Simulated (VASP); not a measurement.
# V3F (Fm-3m) in VASP: notebook, part 2 of 2

VASP 6.6.1. The steps go on from the part before.

### 3 Single point, PBE

Input file INCAR:

```
SYSTEM = V3F
  PREC = Accurate
  ENCUT = 520
  EDIFF = 1E-6
  ISMEAR = 0
  SIGMA = 0.1
  LREAL = .FALSE.
  LASPH = .TRUE.
  NELM = 100
  ALGO = Normal
  ISIF = 2
  LWAVE = .FALSE.
  LCHARG = .FALSE.
  GGA = PE
  NBANDS = 31
```

Input file KPOINTS:

```
Automatic mesh
0
G
  14 14 14
  0 0 0
```

Input file POSCAR:

```
V3F
1.0
    0.0000000000      2.9547216341      2.9547216341
    2.9547216341      0.0000000000      2.9547216341
    2.9547216341      2.9547216341      0.0000000000
V F
3 1
Direct
    0.5000000000      0.5000000000      0.5000000000
    0.2500000000      0.2500000000      0.2500000000
    0.7500000000      0.7500000000      0.7500000000
    0.0000000000      0.0000000000      0.0000000000
```

Potentials or basis: VASP PAW PBE potentials, release 64 (V_sv, F).

Started as:

```
> cat potpaw_PBE.64/V_sv/POTCAR potpaw_PBE.64/F/POTCAR > POTCAR
> mpirun -np 1 vasp_std > vasp.out
```

OUTCAR:

```text
SYSTEM = V3F
   PREC = Accurate
   ENCUT = 520
   EDIFF = 1E-6
   ISMEAR = 0
   LREAL = .FALSE.
   LASPH = .TRUE.
   NELM = 100
   ISIF = 2
   GGA = PE

 ion  position               nearest neighbor table
   1  0.500  0.500  0.500-   2 2.56   2 2.56   2 2.56   2 2.56   3 2.56   3 2.56   3 2.56   3 2.56

   2  0.250  0.250  0.250-   1 2.56   1 2.56   1 2.56   1 2.56
   3  0.750  0.750  0.750-   1 2.56   1 2.56   1 2.56   1 2.56
   4  0.000  0.000  0.000-

  LATTYP: Found a face centered cubic cell.
 ALAT       =     5.9094432682

[... 1012 lines left out ...]
  Direction    XX          YY          ZZ          XY          YZ          ZX
  --------------------------------------------------------------------------------------
  -------------------------------------------------------------------------------------
  Total        0.0181653      0.0181653      0.0181653     -0.0000000      0.0000000     -0.0000000
  in kB        0.5641240      0.5641240      0.5641240     -0.0000000      0.0000000     -0.0000000
  external PRESSURE =       0.5641240 kB  Pullay stress =       0.0000000 kB

 VOLUME and BASIS-vectors are now :
 -----------------------------------------------------------------------------
  energy-cutoff  :      520.00
  volume of cell :       51.59
      direct lattice vectors                 reciprocal lattice vectors
     0.000000000  2.954721634  2.954721634    -0.169220679  0.169220679  0.169220679
     2.954721634  0.000000000  2.954721634     0.169220679 -0.169220679  0.169220679
     2.954721634  2.954721634  0.000000000     0.169220679  0.169220679 -0.169220679

 POSITION                                       TOTAL-FORCE (eV/Angst)
 -----------------------------------------------------------------------------------
      2.95472      2.95472      2.95472        -0.000000     -0.000000     -0.000000
      1.47736      1.47736      1.47736         0.000000      0.000000      0.000000
      4.43208      4.43208      4.43208        -0.000000     -0.000000     -0.000000
      0.00000      0.00000      0.00000        -0.000000     -0.000000     -0.000000
 -----------------------------------------------------------------------------------
    total drift:                               -0.000000     -0.000000      0.000000

  FREE ENERGIE OF THE ION-ELECTRON SYSTEM (eV)
  ---------------------------------------------------
  free  energy   TOTEN  =       -27.4812696005 eV

  energy  without entropy=      -27.4528569755  energy(sigma->0) =      -27.46706329
```

OSZICAR:

```text
N       E                     dE             d eps       ncg     rms          rms(c)
DAV:   1     0.643591009678E+03    0.64359E+03   -0.27151E+04  6448   0.170E+03
DAV:   2     0.778265136503E+01   -0.63581E+03   -0.61592E+03  6665   0.556E+02
DAV:   3    -0.301885142552E+02   -0.37971E+02   -0.35991E+02  9050   0.139E+02
DAV:   4    -0.310783324693E+02   -0.88982E+00   -0.88249E+00  7033   0.187E+01
DAV:   5    -0.310900112634E+02   -0.11679E-01   -0.11670E-01  7580   0.250E+00    0.256E+01
DAV:   6    -0.355219667247E+02   -0.44320E+01   -0.75672E+01  8855   0.710E+01    0.269E+01
DAV:   7    -0.281413090106E+02    0.73807E+01   -0.42656E+01  8411   0.393E+01    0.112E+01
DAV:   8    -0.277951672414E+02    0.34614E+00   -0.10809E+01  8146   0.217E+01    0.683E+00
DAV:   9    -0.274974198587E+02    0.29775E+00   -0.87997E-01  8819   0.678E+00    0.226E+00
DAV:  10    -0.275161287453E+02   -0.18709E-01   -0.56951E-01  8348   0.481E+00    0.223E+00
DAV:  11    -0.274811527796E+02    0.34976E-01   -0.14733E-01  8453   0.332E+00    0.256E-01
DAV:  12    -0.274814394736E+02   -0.28669E-03   -0.52648E-03  6935   0.541E-01    0.164E-01
DAV:  13    -0.274813263031E+02    0.11317E-03   -0.18102E-03  8286   0.289E-01    0.857E-02
DAV:  14    -0.274812941892E+02    0.32114E-04   -0.57557E-05  7208   0.711E-02    0.557E-02
DAV:  15    -0.274812708793E+02    0.23310E-04   -0.16058E-04  8209   0.908E-02    0.128E-02
DAV:  16    -0.274812695720E+02    0.13074E-05   -0.10100E-05  6337   0.262E-02    0.354E-03
DAV:  17    -0.274812696005E+02   -0.28506E-07   -0.43469E-07  3819   0.575E-03
   1 F= -.27481270E+02 E0= -.27467063E+02  d E =-.284126E-01
```

stdout:

```text
POSCAR found type information on POSCAR V F
 POSCAR found :  2 types and       4 ions
 scaLAPACK will be used
 LDA part: xc-table for (Slater+PW92), standard interpolation
 POSCAR, INCAR and KPOINTS ok, starting setup
 FFT: planning ... GRIDC
 FFT: planning ... GRID_SOFT
 FFT: planning ... GRID
 WAVECAR not read
 entering main loop
```

Run time: 2 min. Hardware: 1 thread of AMD EPYC 9R14 (Zen 4), shared host; peak memory 0.23 GiB.

Results:

* Free energy: -27.4813 eV
* Pressure: 0.1 GPa
* Band gap on the k mesh: zero (bands 23 and 24 overlap by 0.17 eV)

Caveat: the run has no spin polarisation, though such a crystal can be magnetic. With open d or f shells a metallic result of PBE can be an artefact of self-interaction; +U or a hybrid may open a gap.

### 4 Single point, PBE, collinear spin, ferromagnetic start

This run uses another cell than the first one, of 16.54 Å³/atom.

Input file INCAR:

```
SYSTEM = V3F
PREC = Accurate ; ENCUT = 520
EDIFF = 1E-6 ; ISMEAR = 0
SIGMA = 0.1 ; LREAL = .False.
LASPH = .True. ; NELM = 150
ALGO = Normal ; ISIF = 2
LWAVE = .False. ; LCHARG = .True.
ISPIN = 2 ; MAGMOM = 2 2 2 0
LORBIT = 11 ; LMAXMIX = 4
GGA = PE ; LELF = .True.
LVHAR = .True. ; NBANDS = 35
```

Input file KPOINTS:

```
Automatic mesh
0
Gamma
  6 6 6
  0 0 0
```

Input file POSCAR:

```
V3F
1.0
    0.0000000000      3.2099406200      3.2099406200
    3.2099406200      0.0000000000      3.2099406200
    3.2099406200      3.2099406200      0.0000000000
V F
3 1
Direct
    0.5000000000      0.5000000000      0.5000000000
    0.2500000000      0.2500000000      0.2500000000
    0.7500000000      0.7500000000      0.7500000000
    0.0000000000      0.0000000000      0.0000000000
```

Started as:

```
> cat potpaw_PBE.64/V_sv/POTCAR potpaw_PBE.64/F/POTCAR > POTCAR
> mpirun -np 1 vasp_std > vasp.out
```

Run time: 91 s. Hardware: 1 thread of AMD EPYC 9R14 (Zen 4), shared host; peak memory 0.23 GiB.

It converged, with:

* Free energy: -26.6147 eV
* Pressure: -14.2 GPa
* Net moment: 3.24 μB per cell
* Site moments: V -1.04, +1.82 (each value once); F +0.08 μB
* Valence electrons inside the program's atomic spheres: V 11.48, 11.28 (each value once); F 5.97

Levels at points of the mesh, in eV from the Fermi level:
Spin up:
| k point | band 23 | band 24 | band 25 | band 26 | band 27 | band 28 |
| --- | --- | --- | --- | --- | --- | --- |
| (0.00, 0.00, 0.00) | -0.23 | -0.23 | -0.23 | 1.33 | 1.33 | 1.35 |
| (0.50, 0.00, 0.00) | -0.47 | -0.13 | -0.13 | 0.00 | 0.00 | 0.11 |
| (0.50, 0.50, 0.00) | -0.62 | -0.03 | -0.03 | 0.70 | 1.29 | 1.46 |
Spin down:
```
           k point  band 18  band 19  band 20  band 21  band 22  band 23  band 24  band 25
(0.00, 0.00, 0.00)    -0.99    -0.99    -0.33    -0.33    -0.33     0.85     0.85     0.85
(0.50, 0.00, 0.00)    -0.69    -0.51    -0.51    -0.38     0.31     0.31     0.58     0.58
(0.50, 0.50, 0.00)    -1.44    -0.53    -0.25    -0.25    -0.12     0.45     0.70     1.52
```

Caveat: the cell stands under tension.

### 5 Summary

| spin | cell | k mesh | gap on the mesh (eV) | pressure (GPa) | moment (μB) |
| --- | --- | --- | --- | --- | --- |
| collinear, ferromagnetic start | a = 4.181 Å, angles 60.0°, 4 atoms | 6 × 6 × 6 | none | 0.2 | 0.94 |
| off | a = 4.179 Å, angles 60.0°, 4 atoms | 14 × 14 × 14 | none | 0.1 | - |
| collinear, ferromagnetic start | a = 4.540 Å, angles 60.0°, 4 atoms | 6 × 6 × 6 | none | -14.2 | 3.24 |

Alike in all rows: task single point; level PBE; potentials or basis VASP PAW PBE potentials, release 64 (V_sv, F); cutoff (eV) 520; smearing gaussian 0.1 eV.

Caveats: a moment this small can come from the mesh or the smearing (at least some runs); the cell stands under tension (at least some runs).

Total energies depend on the potentials used, so only differences within one code and one set of settings carry meaning.
